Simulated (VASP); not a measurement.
The system is CdS5.

```
Cd S
1.0
     2.97000   -2.97000    0.00000
     2.97000    2.97000    0.00000
     0.00000    0.00000    7.65000
Cd S
1 5
Direct
  0.00000 0.00000 0.00000
  0.75400 0.12800 0.70600
  0.02000 0.98000 0.50000
  0.87200 0.24600 0.29400
  0.50000 0.00000 0.19000
  0.00000 0.50000 0.81000
```

* Program: VASP 6.6.1
* Task: relaxation of cell and atoms
* Functional: PBE
* Potentials or basis: VASP PAW PBE potentials, release 64 (Cd_sv_GW, S)
* Cutoff: 630 eV
* k mesh: 4 × 4 × 2
* Occupations: gaussian, width 0.2 eV
* Spin: no spin polarisation

At the start: pressure 11.3 GPa; volume 22.49 Å³/atom.

Q: How do energy, volume and symmetry change on relaxing?

A: Over 28 steps the energy falls by 418.0 meV/atom and the volume is 28.10 Å³/atom (+24.9 %); space group C2 (No. 5, to 0.1 Å) before and after.

Step by step:
```tsv
step	energy change (eV)	largest force (eV/Å)	pressure (GPa)	volume (Å³)
1	0.0000	2.3415	11.26	134.96
2	-0.5710	2.4172	-4.98	168.16
3	-0.8543	1.4334	-0.69	154.41
4	-1.3110	1.2285	-0.82	158.63
5	-1.6672	0.8092	-0.25	164.54
6	-1.4545	2.4002	2.33	176.05
7	-1.7288	1.0322	0.50	168.48
8	-1.9091	1.0637	-1.50	175.05
9	-1.9166	1.2583	-1.90	176.59
10	-2.0939	0.5995	-0.82	173.06
11	-2.1871	0.9932	0.73	167.93
12	-2.2879	0.5131	-1.14	167.58
13	-2.2879	0.5149	-1.12	167.58
14	-2.3769	0.4891	-0.60	162.73
15	-2.3985	0.5298	-0.08	159.41
16	-2.4376	0.3326	0.29	158.22
17	-2.4545	0.2950	0.81	156.75
18	-2.4701	0.3722	-0.14	160.06
19	-2.4711	0.2441	0.04	159.38
20	-2.4866	0.1231	0.37	161.33
21	-2.4880	0.1814	0.50	162.08
22	-2.4957	0.1339	-0.08	165.67
23	-2.4958	0.1223	-0.03	165.35
24	-2.4994	0.0963	-0.06	166.13
25	-2.5031	0.1223	-0.14	168.08
26	-2.5060	0.0873	0.03	168.11
27	-2.5062	0.1158	0.09	168.12
28	-2.5080	0.0525	-0.05	168.58
```

Final structure:
```
CELL_PARAMETERS angstrom
2.84182 -3.34898 -0.31189
2.84182 3.34898 -0.31189
-1.09402 0.00000 8.97649
ATOMIC_POSITIONS crystal
Cd 0.02778 0.97222 0.00000
S 0.71028 0.18573 0.67623
S 0.94031 0.05969 0.50000
S 0.81427 0.28972 0.32377
S 0.57751 0.92415 0.14844
S 0.07585 0.42249 0.85156
```

Caveat: the volume moved by over 15 % at a fixed basis, so the end points are rough; the relaxation stopped at a loose force limit of 0.08 eV/Å, so its end isn't a converged minimum.
